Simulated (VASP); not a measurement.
Write the native input for VASP 6.6.1 that does the following.

* Task: single point
* Functional: PBE
* Potentials or basis: VASP PAW PBE potentials, release 64 (Si, C)
* Cutoff: 520 eV
* k mesh: 6 × 6 × 6
* Occupations: gaussian, width 0.1 eV
* Spin: collinear spin, ferromagnetic start
* Starting moments: [0.0, 1.0] μB
* Dipole correction: no
* Further INCAR settings: ALGO = Normal; EDIFF = 1e-06; NBANDS = 15

The structure of SiC lies in POSCAR:

```
SiC
1.0
    2.8643927455      0.0000000000      0.0000000000
   -1.4321963728      2.4806368841      0.0000000000
    0.0000000000      0.0000000000      2.5577936373
Si C
1 1
Direct
    0.3333333333      0.6666666667      0.5000000000
    0.6666666667      0.3333333333      0.0000000000
```

These files were run (other wordings do the same):

INCAR

```
SYSTEM = SiC
PREC = Accurate
ENCUT = 520
EDIFF = 1E-6
ISMEAR = 0
SIGMA = 0.1
LREAL = .FALSE.
LASPH = .TRUE.
NELM = 150
ALGO = Normal
ISIF = 2
LWAVE = .FALSE.
LCHARG = .FALSE.
ISPIN = 2
MAGMOM = 0 1
LORBIT = 11
GGA = PE
NBANDS = 15
```

KPOINTS

```
Automatic mesh
0
G
  6 6 6
  0 0 0
```

Potentials or basis: VASP PAW PBE potentials, release 64 (Si, C).

The run is started by

```bash
$ cat potpaw_PBE.64/Si/POTCAR potpaw_PBE.64/C/POTCAR > POTCAR
$ mpirun -np 1 vasp_std > vasp.out
```

Results of the run:

The pressure is 0.1 GPa and the band gap on the k mesh is zero (filled and empty bands overlap). The net moment is 0.00 μB per cell. The valence electrons inside the program's atomic spheres are Si 1.50; C 2.41.

Caveat: the k points lie up to 0.42 Å⁻¹ apart.

Run time: 25 s on 1 thread of AMD EPYC 7R43 64-Core Processor (Zen 3) (shared host), peak memory 0.1 GiB.
